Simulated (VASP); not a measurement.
# BaTiO3 (Pm-3m) in VASP: single point with r2SCAN

Aim: the single point of BaTiO3 with r2SCAN.

Program: VASP 6.6.1. These are calculated values, not measurements. Logs are shortened: lines on timing, memory, paths and dates and some standing lists are left out, and cuts for length are marked.

## Step 1: The cell of the first run

It takes space group Pm-3m (No. 221, cubic). Conventional cell: a = 4.015 Å, b = 4.015 Å, c = 4.015 Å, α = 90.00°, β = 90.00°, γ = 90.00°. Within 3.7 Å of Ba (site symmetry m-3m) lie 12 O at 2.84 Å and 8 Ti at 3.48 Å. Ti (site symmetry m-3m) has 6 O at 2.01 Å within 2.7 Å. Within 2.7 Å of O (site symmetry 4/mmm) lie 2 Ti at 2.01 Å. Within 2.7 Å of O (site symmetry 4/mmm) lie 2 Ti at 2.01 Å.

## Step 2: Single point, r2SCAN

Contents of POSCAR:

```
BaTiO3
1.0
    4.0148745500      0.0000000000      0.0000000000
    0.0000000000      4.0148745500      0.0000000000
    0.0000000000      0.0000000000      8.0297490900
Ba Ti O
2 2 6
Direct
    0.5000000000      0.5000000000      0.2500000000
    0.5000000000      0.5000000000      0.7500000000
    0.0000000000      0.0000000000      0.0000000000
    0.0000000000      0.0000000000      0.5000000000
    0.5000000000      0.0000000000      0.0000000000
    0.5000000000      0.0000000000      0.5000000000
    0.0000000000      0.5000000000      0.0000000000
    0.0000000000      0.5000000000      0.5000000000
    0.0000000000      0.0000000000      0.2500000000
    0.0000000000      0.0000000000      0.7500000000
```

Contents of INCAR.step1:

```
PREC = Accurate
ENCUT = 520
ISMEAR = -5
SIGMA = 0.1
LREAL = False
LASPH = True
NELM = 60
NBANDS = 51
GGA = PE
ALGO = Normal
EDIFF = 1E-4
LWAVE = True
LCHARG = False
```

Contents of INCAR.step2:

```
PREC = Accurate
ENCUT = 520
EDIFF = 1E-6
ISMEAR = -5
SIGMA = 0.1
LREAL = False
LASPH = True
NELM = 60
ALGO = Normal
ISIF = 2
LWAVE = False
LCHARG = True
METAGGA = R2SCAN
LMIXTAU = True
LELF = True
LVHAR = True
NBANDS = 51
ISTART = 1
```

Contents of KPOINTS:

```
Automatic mesh
0
Gamma
  5 5 3
```

Potentials or basis: VASP PAW PBE potentials, release 64 (Ba_sv, Ti_sv, O).

Started as:

```console
$ cat potpaw_PBE.64/Ba_sv/POTCAR potpaw_PBE.64/Ti_sv/POTCAR potpaw_PBE.64/O/POTCAR > POTCAR
$ cp INCAR.step1 INCAR
$ mpirun -np 1 vasp_std > vasp.out
$ cp INCAR.step2 INCAR
$ mpirun -np 1 vasp_std > vasp.out
```

OUTCAR:

```text
PREC = Accurate
   ENCUT = 520
   EDIFF = 1E-6
   ISMEAR = -5
   LREAL = False
   LASPH = True
   NELM = 60
   ISIF = 2
   METAGGA = R2SCAN
   ISTART = 1

 ion  position               nearest neighbor table
   1  0.500  0.500  0.250-   5 2.84   6 2.84   7 2.84   8 2.84   5 2.84   6 2.84   7 2.84   8 2.84
                             9 2.84   9 2.84   9 2.84   9 2.84   3 3.48   4 3.48   4 3.48   4 3.48
   2  0.500  0.500  0.750-   5 2.84   6 2.84   7 2.84   8 2.84   5 2.84   6 2.84   7 2.84   8 2.84
                            10 2.84  10 2.84  10 2.84  10 2.84   3 3.48   4 3.48   4 3.48   4 3.48
   3  0.000  0.000  0.000-   9 2.01  10 2.01   5 2.01   7 2.01   7 2.01   5 2.01   1 3.48   2 3.48
                             1 3.48   1 3.48   2 3.48   2 3.48   1 3.48   2 3.48
   4  0.000  0.000  0.500-   9 2.01  10 2.01   6 2.01   8 2.01   8 2.01   6 2.01   1 3.48   2 3.48
                             1 3.48   1 3.48   2 3.48   2 3.48   1 3.48   2 3.48
   5  0.500  0.000  0.000-   3 2.01   3 2.01   1 2.84   1 2.84   2 2.84   2 2.84
   6  0.500  0.000  0.500-   4 2.01   4 2.01   1 2.84   1 2.84   2 2.84   2 2.84
   7  0.000  0.500  0.000-   3 2.01   3 2.01   1 2.84   2 2.84   1 2.84   2 2.84
   8  0.000  0.500  0.500-   4 2.01   4 2.01   1 2.84   2 2.84   1 2.84   2 2.84
   9  0.000  0.000  0.250-   3 2.01   4 2.01   1 2.84   1 2.84   1 2.84   1 2.84
  10  0.000  0.000  0.750-   3 2.01   4 2.01   2 2.84   2 2.84   2 2.84   2 2.84

  LATTYP: Found a simple tetragonal cell.
 ALAT       =     4.0148745500
 C/A-ratio  =     1.9999999975

  Lattice vectors:

 A1 = (   4.0148745500,   0.0000000000,   0.0000000000)
 A2 = (   0.0000000000,   4.0148745500,   0.0000000000)
 A3 = (   0.0000000000,   0.0000000000,   8.0297490900)

Analysis of symmetry for initial positions (statically):
=====================================================================
 Subroutine PRICEL returns following result:

  LATTYP: Found a simple cubic cell.
 ALAT       =     4.0148745500

  Lattice vectors:

 A1 = (   4.0148745500,   0.0000000000,   0.0000000000)
 A2 = (   0.0000000000,   4.0148745500,   0.0000000000)
 A3 = (   0.0000000000,   0.0000000000,   4.0148745450)

   2 primitive cells build up your supercell.

 Routine SETGRP: Setting up the symmetry group for a
 simple tetragonal supercell.

 Subroutine GETGRP returns: Found 16 space group operations
 (whereof 16 operations were pure point group operations)
 out of a pool of 16 trial point group operations.

The static configuration has the point symmetry D_4h.

Analysis of symmetry for dynamics (positions and initial velocities):
=====================================================================
 Subroutine PRICEL returns following result:

  LATTYP: Found a simple cubic cell.
 ALAT       =     4.0148745500

  Lattice vectors:

 A1 = (   4.0148745500,   0.0000000000,   0.0000000000)
 A2 = (   0.0000000000,   4.0148745500,   0.0000000000)
 A3 = (   0.0000000000,   0.0000000000,   4.0148745450)

   2 primitive cells build up your supercell.

 Routine SETGRP: Setting up the symmetry group for a
 simple tetragonal supercell.

 Subroutine GETGRP returns: Found 16 space group operations
 (whereof 16 operations were pure point group operations)
 out of a pool of 16 trial point group operations.

The dynamic configuration has the point symmetry D_4h.

 Subroutine INISYM returns: Found 16 space group operations
 (whereof 16 operations are pure point group operations),
 and found     2 'primitive' translations

----------------------------------------------------------------------------------------

                                     Primitive cell

  volume of cell :      64.7166

  direct lattice vectors                    reciprocal lattice vectors
     4.014874550  0.000000000  0.000000000     0.249073785  0.000000000  0.000000000
     0.000000000  4.014874550  0.000000000     0.000000000  0.249073785  0.000000000
     0.000000000  0.000000000  4.014874545     0.000000000  0.000000000  0.249073785

  length of vectors
     4.014874550  4.014874550  4.014874545     0.249073785  0.249073785  0.249073785

  position of ions in fractional coordinates (direct lattice)
     0.500000000  0.500000000  0.500000000
     0.000000000  0.000000000  0.000000000
     0.500000000  0.000000000  0.000000000
     0.000000000  0.500000000  0.000000000
     0.000000000  0.000000000  0.500000000

  ion indices of the primitive-cell ions
   primitive index   ion index
                 1           1
                 2           3
                 3           5
                 4           7
                 5           9

----------------------------------------------------------------------------------------

 KPOINTS: Automatic mesh

Automatic generation of k-mesh.
 Grid dimensions read from file:
 generate k-points for:    5    5    3

 Generating k-lattice:

  Cartesian coordinates                     Fractional coordinates (reciprocal lattice)
     0.049814757  0.000000000  0.000000000     0.200000000  0.000000000  0.000000000
     0.000000000  0.049814757  0.000000000     0.000000000  0.200000000  0.000000000
     0.000000000  0.000000000  0.041512298     0.000000000  0.000000000  0.333333333

  Length of vectors
     0.049814757  0.049814757  0.041512298

  Shift w.r.t. Gamma in fractional coordinates (k-lattice)
     0.000000000  0.000000000  0.000000000

 TETIRR: Found    104 inequivalent tetrahedra from      450

 Subroutine IBZKPT returns following result:
 ===========================================

 Found     12 irreducible k-points:

 Following reciprocal coordinates:
            Coordinates               Weight
  0.000000  0.000000  0.000000      1.000000
  0.200000  0.000000  0.000000      4.000000
  0.400000  0.000000  0.000000      4.000000
  0.200000  0.200000  0.000000      4.000000
  0.400000  0.200000  0.000000      8.000000
  0.400000  0.400000  0.000000      4.000000
  0.000000  0.000000  0.333333      2.000000
  0.200000  0.000000  0.333333      8.000000
  0.400000  0.000000  0.333333      8.000000
  0.200000  0.200000  0.333333      8.000000
  0.400000  0.200000  0.333333     16.000000
  0.400000  0.400000  0.333333      8.000000
   k-points           NKPTS =     12   k-points in BZ     NKDIM =     12   number of bands    NBANDS=     51
   number of dos      NEDOS =    301   number of ions     NIONS =     10
   total plane-waves  NPLWV =  54000
   dimension x,y,z NGX =    30 NGY =   30 NGZ =   60
   dimension x,y,z NGXF=    60 NGYF=   60 NGZF=  120
   ions per type =               2   2   6
   NGX,Y,Z   is equivalent  to a cutoff of  12.42, 12.42, 12.42 a.u.
   NGXF,Y,Z  is equivalent  to a cutoff of  24.84, 24.84, 24.84 a.u.
 SYSTEM =  unknown system
   PREC   = accura    normal or accurate (medium, high low for compatibility)
   ISTART =      1    job   : 0-new  1-cont  2-samecut
   ICHARG =      0    charge: 1-file 2-atom 10-const
   ISPIN  =      1    spin polarized calculation?
   LNONCOLLINEAR =      F non collinear calculations
   LSORBIT =      F    spin-orbit coupling
   LASPH  =      T    aspherical Exc in radial PAW
   ENCUT  =  520.0 eV  38.22 Ry    6.18 a.u.   7.47  7.47 14.93*2*pi/ulx,y,z
   NELM   =     60;   NELMIN=  2; NELMDL=  0     # of ELM steps
   EDIFF  = 0.1E-05   stopping-criterion for ELM
   LREAL  =      F    real-space projection
   EDIFFG = 0.1E-04   stopping-criterion for IOM
   NSW    =      0    number of steps for IOM
   IBRION =     -1    ionic relax: 0-MD 1-quasi-New 2-CG
   NFREE  =      0    steps in history (QN), initial steepest desc. (CG)
   ISIF   =      2    stress and relaxation
   ISYM   =      2    0-nonsym 1-usesym 2-fastsym
   POTIM  = 0.5000    time-step for ionic-motion
   TEBEG  =    0.0;   TEEND  =   0.0 temperature during run
   PSTRESS=    0.0 pullay stress
   NELECT =      80.0000    total number of electrons
   NUPDOWN=      -1.0000    fix difference up-down
   EMIN   =  10.00;   EMAX   =-10.00  energy-range for DOS
   EFERMI =   0.00;   METHOD = LEGACY
   ISMEAR =    -5;   SIGMA  =   0.10  broadening in eV -4-tet -1-fermi 0-gaus
   EFERMI_NEDOS =   21; number of points for ismear=-14 and -15
   IALGO  =     38    algorithm
   IMIX   =      4    mixing-type and parameters
     AMIX     =   0.40;   BMIX     =  1.00
     AMIX_MAG =   1.60;   BMIX_MAG =  1.00
  volume/ion in A,a.u.               =      12.94        87.35
  Fermi-wavevector in a.u.,A,eV,Ry     =   1.394514  2.635249 26.458828  1.944669
  Thomas-Fermi vector in A             =   2.518056
   LORBIT       =      0    0 simple, 1 ext, 2 COOP (PROOUT), +10 PAW based schemes
   METAGGA = R2SCAN    functional components
   LHFCALC =     F    Hartree Fock is set to
   AEXX    =    0.0000 exact exchange contribution
   IVDW    =     0    specifies the selected vdW correction
   LEPSILON=     F    determine dielectric tensor
   LRPA    =     F    only Hartree local field effects (RPA)
 non-spin polarized calculation
 Fermi weights with tetrahedron method with Bloechl corrections
  energy-cutoff  :      520.00
  volume of cell :      129.43
 maximum number of plane-waves:      3514
 NGX is ok and might be reduce to    30
   NGX = 15   NGY = 15   NGZ = 29

 number of electron      79.9999952 magnetization

 Free energy of the ion-electron system (eV)
  ---------------------------------------------------
  ext. energy  EPLUGINS =         0.00000000
  ---------------------------------------------------
  free energy    TOTEN  =      -148.46634409 eV

  energy without entropy =     -148.46634409  energy(sigma->0) =     -148.46634409

 E-fermi :   3.4959     XC(G=0): -11.8668

 val. band max:        3.3927612825   @ k =   0.4000   0.4000   0.0000
 cond. band min:       5.5707237384   @ k =   0.0000   0.0000   0.0000
 fundamental gap:      2.1779624559
 Fermi energy:         3.4958617922

 k-point     1 :       0.0000    0.0000    0.0000
  band No.  band energies     occupation
      1     -55.4682      2.00000
      2     -55.4672      2.00000
      3     -30.6755      2.00000
      4     -30.6205      2.00000
      5     -30.6205      2.00000
      6     -30.6204      2.00000
[... 43 lines left out ...]
     50       9.0499      0.00000
     51       9.0500      0.00000
[... 592 lines left out ...]
     50      11.0825      0.00000
     51      11.5745      0.00000

------------------------ aborting loop because EDIFF is reached ----------------------------------------

  FORCE on cell =-STRESS in cart. coord.  units (eV):
  Direction    XX          YY          ZZ          XY          YZ          ZX
  --------------------------------------------------------------------------------------
  -------------------------------------------------------------------------------------
  Total       -0.6728887     -0.6728887     -0.6863282      0.0000000     -0.0000000      0.0000000
  in kB       -8.3292887     -8.3292887     -8.4956478      0.0000000     -0.0000000      0.0000000
  external PRESSURE =      -8.3847417 kB  Pullay stress =       0.0000000 kB

 VOLUME and BASIS-vectors are now :
 -----------------------------------------------------------------------------
  energy-cutoff  :      520.00
  volume of cell :      129.43
      direct lattice vectors                 reciprocal lattice vectors
     4.014874550  0.000000000  0.000000000     0.249073785  0.000000000  0.000000000
     0.000000000  4.014874550  0.000000000     0.000000000  0.249073785  0.000000000
     0.000000000  0.000000000  8.029749090     0.000000000  0.000000000  0.124536893

 POSITION                                       TOTAL-FORCE (eV/Angst)
 -----------------------------------------------------------------------------------
      2.00744      2.00744      2.00744        -0.000000      0.000000      0.000000
      2.00744      2.00744      6.02231        -0.000000      0.000000      0.000000
      0.00000      0.00000      0.00000        -0.000000      0.000000      0.000000
      0.00000      0.00000      4.01487        -0.000000      0.000000     -0.000000
      2.00744      0.00000      0.00000         0.000000      0.000000     -0.000000
      2.00744      0.00000      4.01487         0.000000      0.000000      0.000000
      0.00000      2.00744      0.00000        -0.000000     -0.000000     -0.000000
      0.00000      2.00744      4.01487        -0.000000     -0.000000      0.000000
      0.00000      0.00000      2.00744        -0.000000      0.000000      0.000000
      0.00000      0.00000      6.02231        -0.000000      0.000000      0.000000
 -----------------------------------------------------------------------------------
    total drift:                                0.000000     -0.000000      0.000000

  FREE ENERGIE OF THE ION-ELECTRON SYSTEM (eV)
  ---------------------------------------------------
  free  energy   TOTEN  =      -148.4663440920 eV

  energy  without entropy=     -148.4663440920  energy(sigma->0) =     -148.46634409
```

Wall time 2.8 min (1 thread of Intel Xeon 6975P-C (Granite Rapids), shared host); peak memory 0.28 GiB.

What came out:

```yaml
Free_energy: -148.4663 eV
Pressure: -0.8 GPa
Band_gap_on_the_k_mesh: 2.18 eV
```

Caveat: the PAW data sets were made with another functional, which shifts forces and pressure a little; spin-orbit coupling is left out, which moves the levels of the heavy elements.
